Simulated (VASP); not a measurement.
# Zn15InS16 (a cell with a defect) (Wurtzite-2H) in VASP: electric field gradients with PBE

Aim: the electric field gradients of Zn15InS16 (a cell with a defect) (Wurtzite-2H) with PBE.

Program: VASP 6.6.1. These are calculated values, not measurements. Logs are shortened: lines on timing, memory, paths and dates and some standing lists are left out, and cuts for length are marked.

**1. The cell of the first run**

The cell holds a defect, 32 atoms: a = 7.622 Å, b = 7.622 Å, c = 12.468 Å, α = 90.00°, β = 90.00°, γ = 120.00°.

**2. Electric field gradients, PBE**

INCAR

```
ALGO     = Normal         # electronic algorithm
EDIFF    = 1E-8           # SCF threshold, eV
ENCUT    = 520            # plane-wave cutoff, eV
GGA      = PE             # functional
ISIF     = 2              # what is computed and relaxed
ISMEAR   = -1             # smearing method
LASPH    = T              # aspherical terms in the spheres
LCHARG   = F              # write CHGCAR
LEFG     = T            
LREAL    = Auto         
LWAVE    = F              # write WAVECAR
NBANDS   = 166            # bands
NELECT   = 288.0        
NELM     = 100            # most SCF steps
PREC     = Accurate       # precision mode
SIGMA    = 0.01           # smearing width, eV
```

KPOINTS

```
k-points
0
Gamma
  3 3 2
```

POSCAR

```
Zn15InS16
1.0
    7.6220000000      0.0000000000      0.0000000000
   -3.8110000000      6.6008456276      0.0000000000
    0.0000000000      0.0000000000     12.4680000000
In Zn S
1 15 16
Direct
    0.1666666666      0.3333333334      0.0000000000
    0.1666666666      0.3333333334      0.5000000000
    0.1666666666      0.8333333334      0.0000000000
    0.1666666666      0.8333333334      0.5000000000
    0.6666666666      0.3333333334      0.0000000000
    0.6666666666      0.3333333334      0.5000000000
    0.6666666666      0.8333333334      0.0000000000
    0.6666666666      0.8333333334      0.5000000000
    0.3333333334      0.1666666666      0.2500000000
    0.3333333334      0.1666666666      0.7500000000
    0.3333333334      0.6666666666      0.2500000000
    0.3333333334      0.6666666666      0.7500000000
    0.8333333334      0.1666666666      0.2500000000
    0.8333333334      0.1666666666      0.7500000000
    0.8333333334      0.6666666666      0.2500000000
    0.8333333334      0.6666666666      0.7500000000
    0.1666666666      0.3333333334      0.1925000000
    0.1666666666      0.3333333334      0.6925000000
    0.1666666666      0.8333333334      0.1925000000
    0.1666666666      0.8333333334      0.6925000000
    0.6666666666      0.3333333334      0.1925000000
    0.6666666666      0.3333333334      0.6925000000
    0.6666666666      0.8333333334      0.1925000000
    0.6666666666      0.8333333334      0.6925000000
    0.3333333334      0.1666666666      0.4425000000
    0.3333333334      0.1666666666      0.9425000000
    0.3333333334      0.6666666666      0.4425000000
    0.3333333334      0.6666666666      0.9425000000
    0.8333333334      0.1666666666      0.4425000000
    0.8333333334      0.1666666666      0.9425000000
    0.8333333334      0.6666666666      0.4425000000
    0.8333333334      0.6666666666      0.9425000000
```

Potentials or basis: VASP PAW PBE potentials, release 64 (In_d, Zn, S).

Started as:

```
$ cat potpaw_PBE.64/In_d/POTCAR potpaw_PBE.64/Zn/POTCAR potpaw_PBE.64/S/POTCAR > POTCAR
$ mpirun -np 1 vasp_std > vasp.out
```

OUTCAR:

```text
EDIFF = 1E-8
   ENCUT = 520
   GGA = PE
   ISIF = 2
   ISMEAR = -1
   LASPH = T
   LREAL = Auto
   NELECT = 288.0
   NELM = 100
   PREC = Accurate

 ion  position               nearest neighbor table
   1  0.167  0.333  0.000-  28 2.31  30 2.31  26 2.31  17 2.40
   2  0.167  0.333  0.500-  27 2.31  29 2.31  25 2.31  18 2.40
   3  0.167  0.833  0.000-  26 2.31  32 2.31  28 2.31  19 2.40
   4  0.167  0.833  0.500-  25 2.31  31 2.31  27 2.31  20 2.40
   5  0.667  0.333  0.000-  32 2.31  26 2.31  30 2.31  21 2.40
   6  0.667  0.333  0.500-  31 2.31  25 2.31  29 2.31  22 2.40
[... 24 lines left out ...]
  31  0.833  0.667  0.443-   6 2.31   4 2.31   8 2.31  15 2.40
  32  0.833  0.667  0.943-   5 2.31   3 2.31   7 2.31  16 2.40

  LATTYP: Found a hexagonal cell.
 ALAT       =     7.6220000000
 C/A-ratio  =     1.6357911309

  Lattice vectors:

 A1 = (   7.6220000000,   0.0000000000,   0.0000000000)
 A2 = (  -3.8110000000,   6.6008456276,   0.0000000000)
 A3 = (   0.0000000000,   0.0000000000,  12.4680000000)

Analysis of symmetry for initial positions (statically):
=====================================================================
 Subroutine PRICEL returns:
 Original cell was already a primitive cell.

 Routine SETGRP: Setting up the symmetry group for a
 hexagonal supercell.

 Subroutine GETGRP returns: Found  6 space group operations
 (whereof  2 operations were pure point group operations)
 out of a pool of 24 trial point group operations.

The static configuration has the point symmetry C_1h.
 The point group associated with its full space group is C_3v.

Analysis of symmetry for dynamics (positions and initial velocities):
=====================================================================
 Subroutine PRICEL returns:
 Original cell was already a primitive cell.

 Routine SETGRP: Setting up the symmetry group for a
 hexagonal supercell.

 Subroutine GETGRP returns: Found  6 space group operations
 (whereof  2 operations were pure point group operations)
 out of a pool of 24 trial point group operations.

The dynamic configuration has the point symmetry C_1h.
 The point group associated with its full space group is C_3v.

 Subroutine INISYM returns: Found  6 space group operations
 (whereof  2 operations are pure point group operations),
 and found     1 'primitive' translations

----------------------------------------------------------------------------------------

                                     Primitive cell

  volume of cell :     627.2856

  direct lattice vectors                    reciprocal lattice vectors
     7.622000000  0.000000000  0.000000000     0.131199160  0.075747871  0.000000000
    -3.811000000  6.600845628  0.000000000     0.000000000  0.151495741  0.000000000
     0.000000000  0.000000000 12.468000000     0.000000000  0.000000000  0.080205326

  length of vectors
     7.622000000  7.622000000 12.468000000     0.151495741  0.151495741  0.080205326

  position of ions in fractional coordinates (direct lattice)
     0.166666667  0.333333333  0.000000000
     0.166666667  0.333333333  0.500000000
     0.166666667  0.833333333  0.000000000
     0.166666667  0.833333333  0.500000000
     0.666666667  0.333333333  0.000000000
     0.666666667  0.333333333  0.500000000
[... 24 lines left out ...]
     0.833333333  0.666666667  0.442500000
     0.833333333  0.666666667  0.942500000

  ion indices of the primitive-cell ions
   primitive index   ion index
                 1           1
                 2           2
                 3           3
                 4           4
                 5           5
                 6           6
[... 24 lines left out ...]
                31          31
                32          32

[... 51 lines left out ...]
   NELM   =    100;   NELMIN=  2; NELMDL= -5     # of ELM steps
   EDIFF  = 0.1E-07   stopping-criterion for ELM
   LREAL  =      T    real-space projection
   EDIFFG = 0.1E-06   stopping-criterion for IOM
   NSW    =      0    number of steps for IOM
   IBRION =     -1    ionic relax: 0-MD 1-quasi-New 2-CG
   NFREE  =      0    steps in history (QN), initial steepest desc. (CG)
   ISIF   =      2    stress and relaxation
   ISYM   =      2    0-nonsym 1-usesym 2-fastsym
   POTIM  = 0.5000    time-step for ionic-motion
   TEBEG  =    0.0;   TEEND  =   0.0 temperature during run
   PSTRESS=    0.0 pullay stress
   NELECT =     288.0000    total number of electrons
   NUPDOWN=      -1.0000    fix difference up-down
   EMIN   =  10.00;   EMAX   =-10.00  energy-range for DOS
   EFERMI =   0.00;   METHOD = LEGACY
   ISMEAR =    -1;   SIGMA  =   0.01  broadening in eV -4-tet -1-fermi 0-gaus
   EFERMI_NEDOS =   21; number of points for ismear=-14 and -15
   IALGO  =     38    algorithm
   IMIX   =      4    mixing-type and parameters
     AMIX     =   0.40;   BMIX     =  1.00
     AMIX_MAG =   1.60;   BMIX_MAG =  1.00
  volume/ion in A,a.u.               =      19.60       132.29
  Fermi-wavevector in a.u.,A,eV,Ry     =   1.262943  2.386617 21.701647  1.595026
  Thomas-Fermi vector in A             =   2.396326
   LORBIT       =      0    0 simple, 1 ext, 2 COOP (PROOUT), +10 PAW based schemes
   GGA     = PE    functional components
   LHFCALC =     F    Hartree Fock is set to
   AEXX    =    0.0000 exact exchange contribution
   IVDW    =     0    specifies the selected vdW correction
   LEPSILON=     F    determine dielectric tensor
   LRPA    =     F    only Hartree local field effects (RPA)
 non-spin polarized calculation
  energy-cutoff  :      520.00
  volume of cell :      627.29
 maximum number of plane-waves:     16944
 NGX is ok and might be reduce to    60
   NGX = 29   NGY = 29   NGZ = 47

 number of electron     287.9999988 magnetization

 Free energy of the ion-electron system (eV)
  ---------------------------------------------------
  ext. energy  EPLUGINS =         0.00000000
  ---------------------------------------------------
  free energy    TOTEN  =      -112.90079151 eV

  energy without entropy =     -112.90079151  energy(sigma->0) =     -112.90079151

 E-fermi :   2.8625     XC(G=0):  -9.6654

 val. band max:        2.5741408762   @ k =   0.0000   0.0000   0.0000
 cond. band min:       4.4881487608   @ k =   0.0000   0.0000   0.0000
 fundamental gap:      1.9140078846
 Fermi energy:         2.8624909952

 k-point     1 :       0.0000    0.0000    0.0000
  band No.  band energies     occupation
      1     -12.4661      2.00000
      2     -12.4661      2.00000
      3     -12.3596      2.00000
      4     -11.8936      2.00000
      5     -11.8936      2.00000
      6     -11.2132      2.00000
[... 943 lines left out ...]
    155       7.3627      0.00000
    156       7.5826      0.00000
 [bands above 156 left out]

------------------------ aborting loop because EDIFF is reached ----------------------------------------

  FORCE on cell =-STRESS in cart. coord.  units (eV):
  Direction    XX          YY          ZZ          XY          YZ          ZX
  --------------------------------------------------------------------------------------
  -------------------------------------------------------------------------------------
  Total       11.4725756     11.4725756      1.2743702      0.0000000      0.0000000     -0.0000000
  in kB       29.3026027     29.3026027      3.2549243      0.0000000      0.0000000     -0.0000000
  external PRESSURE =      20.6200432 kB  Pullay stress =       0.0000000 kB

 VOLUME and BASIS-vectors are now :
 -----------------------------------------------------------------------------
  energy-cutoff  :      520.00
  volume of cell :      627.29
      direct lattice vectors                 reciprocal lattice vectors
     7.622000000  0.000000000  0.000000000     0.131199160  0.075747871  0.000000000
    -3.811000000  6.600845628  0.000000000     0.000000000  0.151495741  0.000000000
     0.000000000  0.000000000 12.468000000     0.000000000  0.000000000  0.080205326

 POSITION                                       TOTAL-FORCE (eV/Angst)
 -----------------------------------------------------------------------------------
     -0.00000      2.20028      0.00000        -0.000000     -0.000000      0.920537
     -0.00000      2.20028      6.23400        -0.000000     -0.000000      0.211405
     -1.90550      5.50070      0.00000        -0.279749     -0.161513      0.661221
     -1.90550      5.50070      6.23400        -0.021596     -0.012468      0.221852
      3.81100      2.20028      0.00000        -0.000000      0.323026      0.661221
      3.81100      2.20028      6.23400        -0.000000      0.024937      0.221852
[... 24 lines left out ...]
      3.81100      4.40056      5.51709        -0.000000     -0.000000     -0.345631
      3.81100      4.40056     11.75109        -0.000000     -0.000000     -0.328842
 -----------------------------------------------------------------------------------
    total drift:                               -0.000004     -0.000003      0.028265

  FREE ENERGIE OF THE ION-ELECTRON SYSTEM (eV)
  ---------------------------------------------------
  free  energy   TOTEN  =      -112.9007915060 eV

  energy  without entropy=     -112.9007915060  energy(sigma->0) =     -112.90079151

 Electric field gradients (V/A^2)
---------------------------------------------------------------------
 ion       V_xx      V_yy      V_zz      V_xy      V_xz      V_yz
---------------------------------------------------------------------
   1     -23.390   -23.389    46.779     0.001     0.000    -0.000
   2     -12.409   -12.410    24.818    -0.001     0.000    -0.000
   3      -6.615    -2.358     8.973    -3.690    -5.130    -2.962
   4     -11.601   -11.169    22.770    -0.375    -0.318    -0.184
   5      -0.227    -8.746     8.973    -0.002     0.000     5.923
   6     -10.952   -11.818    22.770    -0.001     0.000     0.367
[... 24 lines left out ...]
  31      -0.087    -0.088     0.176    -0.001     0.000    -0.000
  32       9.639     9.639   -19.278    -0.000     0.000    -0.000
---------------------------------------------------------------------

 Electric field gradients after diagonalization (V/A^2)
 (convention: |V_zz| > |V_xx| > |V_yy|)
----------------------------------------------------------------------
 ion       V_xx      V_yy      V_zz     asymmetry (V_yy - V_xx)/ V_zz
----------------------------------------------------------------------
   1     -23.390   -23.389    46.779       0.000
   2     -12.410   -12.408    24.818       0.000
   3     -10.544    -0.227    10.770       0.958
   4     -11.822   -10.952    22.774       0.038
   5     -10.544    -0.227    10.770       0.958
   6     -11.822   -10.952    22.774       0.038
[... 24 lines left out ...]
  31      -0.088    -0.087     0.176       0.007
  32       9.640     9.638   -19.278       0.000
----------------------------------------------------------------------

           NMR quadrupolar parameters

 Cq : quadrupolar parameter    Cq=e*Q*V_zz/h
 eta: asymmetry parameters     (V_yy - V_xx)/ V_zz
 Q  : nuclear electric quadrupole moment in mb (millibarn)
----------------------------------------------------------------------
 ion       Cq(MHz)       eta       Q (mb)
----------------------------------------------------------------------
   1       0.113       0.000       1.000
   2       0.060       0.000       1.000
   3       0.026       0.958       1.000
   4       0.055       0.038       1.000
   5       0.026       0.958       1.000
   6       0.055       0.038       1.000
[... 24 lines left out ...]
  31       0.000       0.007       1.000
  32      -0.047       0.000       1.000
----------------------------------------------------------------------
```

Wall time 39 min (1 thread of Intel Xeon Platinum 8488C (Sapphire Rapids), shared host); peak memory 0.93 GiB.

Results:

```
Free energy   : -112.9008 eV
Largest force : 1.972 eV/Å
```

Forces in eV/Å, atoms in the order of the input:
```
In   0.000  0.000  0.921
Zn   0.000  0.000  0.211
Zn  -0.280 -0.162  0.661
Zn  -0.022 -0.012  0.222
Zn   0.000  0.323  0.661
Zn   0.000  0.025  0.222
Zn   0.280 -0.162  0.661
Zn   0.022 -0.012  0.222
Zn   0.266 -0.154  0.596
Zn   0.022 -0.013 -0.183
Zn   0.000  0.307  0.596
Zn   0.000  0.026 -0.183
Zn  -0.266 -0.154  0.596
Zn  -0.022 -0.013 -0.183
Zn   0.000  0.000  0.474
Zn   0.000  0.000  0.140
S    0.000  0.000  0.763
S    0.000  0.000 -0.052
S    0.014  0.008 -0.516
S    0.036  0.021 -0.106
S    0.000 -0.016 -0.516
S    0.000 -0.042 -0.106
S   -0.014  0.008 -0.516
S   -0.036  0.021 -0.106
S   -0.042  0.024 -0.408
S    1.538 -0.888 -0.859
S    0.000 -0.049 -0.408
S    0.000  1.776 -0.859
S    0.042  0.024 -0.408
S   -1.538 -0.888 -0.859
S    0.000  0.000 -0.346
S    0.000  0.000 -0.329
```

Levels at points of the mesh, in eV from the Fermi level:
```tsv
k point	band 142	band 143	band 144	band 145	band 146	band 147
(0.00, 0.00, 0.00)	-0.42	-0.29	-0.29	1.63	2.31	2.80
(0.00, 0.00, 0.50)	-0.65	-0.32	-0.32	2.01	2.67	2.79
```

Electric field gradients, principal values (V/Å²):
```tsv
atom	least	middle	greatest (by size)
1 In	-23.389	-23.390	46.779
2 Zn	-12.408	-12.410	24.818
3 Zn	-0.227	-10.544	10.770
4 Zn	-10.952	-11.822	22.774
5 Zn	-0.227	-10.544	10.770
6 Zn	-10.952	-11.822	22.774
7 Zn	-0.227	-10.543	10.770
8 Zn	-10.954	-11.821	22.774
9 Zn	-1.148	-12.014	13.162
10 Zn	-15.966	-17.397	33.362
11 Zn	-1.150	-12.012	13.162
12 Zn	-15.967	-17.395	33.362
13 Zn	-1.150	-12.012	13.162
14 Zn	-15.967	-17.395	33.362
15 Zn	-7.357	-7.359	14.716
16 Zn	-12.028	-12.030	24.058
17 S	-16.176	-16.177	32.353
18 S	2.052	2.053	-4.104
19 S	0.595	4.258	-4.853
20 S	2.114	4.763	-6.878
21 S	0.595	4.258	-4.853
22 S	2.114	4.763	-6.878
23 S	0.595	4.257	-4.852
24 S	2.115	4.763	-6.877
25 S	-1.322	-2.936	4.258
26 S	-9.032	-28.550	37.582
27 S	-1.323	-2.935	4.258
28 S	-9.031	-28.550	37.581
29 S	-1.323	-2.935	4.258
30 S	-9.031	-28.550	37.581
31 S	-0.087	-0.088	0.176
32 S	9.638	9.640	-19.278
```

Caveat: the cell carries a net charge on a neutralising background, which shifts energy and pressure; the cell is charged against a uniform background, so pressure and absolute levels hang on convention; without QUAD_EFG the Cq values of the log hold for a quadrupole moment of 1 mb, not for the nuclei; spin-orbit coupling is left out, which moves the levels of the heavy elements.
